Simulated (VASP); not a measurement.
**Sn: single point with r2SCAN**

The system is Sn.

```xyz
2
Lattice="3.3801 0.0000 0.0000 -1.6900 2.9272 0.0000 0.0000 0.0000 5.4158" Properties=species:S:1:pos:R:3 pbc="T T T"
Sn    0.0000    1.9515    1.3539
Sn    1.6900    0.9757    4.0618
```

This isn't the form of Sn at room conditions, which is tetragonal (white tin).

```yaml
Program: VASP 6.6.1
Task: single point
Functional: r2SCAN
Potentials_or_basis: VASP PAW PBE potentials, release 64 (Sn_d)
Cutoff: 520 eV
k_mesh: 12 × 12 × 6
Occupations: gaussian, width 0.1 eV
Spin: no spin polarisation
Dipole_correction: no
Further_INCAR_settings: ALGO = Normal; EDIFF = 1e-07; NBANDS = 21
```

```
Pressure               : 0.3 GPa
Band gap on the k mesh : zero (bands 14 and 15 overlap by 8.73 eV)
```

Stress tensor (GPa, compression positive):
```
0.23 0.00 0.00
0.00 0.23 0.00
0.00 0.00 0.47
```

Levels at points of the mesh, in eV from the Fermi level:
| k point | band 10 | band 11 | band 12 | band 13 | band 14 | band 15 | band 16 | band 17 | band 18 | band 19 |
| --- | --- | --- | --- | --- | --- | --- | --- | --- | --- | --- |
| (0.00, 0.00, 0.00) | -21.96 | -11.67 | -6.72 | -4.78 | 6.05 | 6.05 | 8.02 | 8.02 | 9.01 | 9.96 |
| (0.50, 0.00, 0.00) | -21.94 | -7.40 | -6.17 | -2.10 | -1.28 | -0.79 | 1.51 | 2.17 | 6.03 | 6.39 |
| (0.00, 0.00, 0.50) | -22.00 | -10.25 | -10.25 | 1.53 | 1.53 | 7.08 | 7.08 | 7.08 | 7.08 | 10.63 |
| (0.50, 0.00, 0.50) | -21.95 | -6.17 | -6.17 | -4.24 | -4.24 | 3.68 | 3.68 | 4.38 | 4.38 | 7.56 |

Wall time 2.2 min on 1 thread of Intel(R) Xeon(R) 6975P-C (Granite Rapids) (shared host), peak memory 0.22 GiB.

Caveat: the PAW data sets were made with another functional, which shifts forces and pressure a little; spin-orbit coupling is left out, which moves the levels of the heavy elements.
